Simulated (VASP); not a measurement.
Runs of VASP 6.6.1 on W. The structure is that of space group P6_3/mmc (No. 194), or close to it. The cells are those of the table. This isn't the form of W at room conditions, which is bcc.

```csv
task,cell,k mesh,cutoff (eV),gap on the mesh (eV),pressure (GPa),relaxed volume (Å³/atom)
single point,"a = 2.768, b = 2.768, c = 9.816 Å, angles 90.0, 90.0, 120.0°, 4 atoms",9 × 9 × 2,520,none,(a),-
relaxation of cell and atoms,"relaxed from a = 2.901, b = 2.901, c = 9.356 Å, angles 90.0, 90.0, 120.0°, 4 atoms",6 × 6 × 2,600,none,0.0,(b)
single point,"a = 2.901, b = 2.901, c = 9.356 Å, angles 90.0, 90.0, 120.0°, 4 atoms",9 × 9 × 2,520,none,-12.9,-
single point,"a = 2.766, b = 2.766, c = 9.867 Å, angles 90.0, 90.0, 120.0°, 4 atoms",6 × 6 × 2,520,none,1.2,-
relaxation of cell and atoms,"relaxed from a = 2.766, b = 2.766, c = 9.867 Å, angles 90.0, 90.0, 120.0°, 4 atoms",9 × 9 × 2,600,none,0.0,16.34
```

Alike in all rows: level r2SCAN; potentials or basis VASP PAW PBE potentials, release 64 (W_sv); no spin polarisation; smearing gaussian 0.1 eV.

Fill in the values left out.

(a) 1.1; (b) 16.40.

Caveats: some runs use coarse meshes; the PAW data sets were made with another functional, which shifts forces and pressure a little; spin-orbit coupling is left out, which moves the levels of the heavy elements; the cell stands under tension (at least some runs).

A k mesh can miss the band edges, and the runs leave out spin-orbit coupling on W.

A gap of «none» marks levels without a gap at the run's occupations.
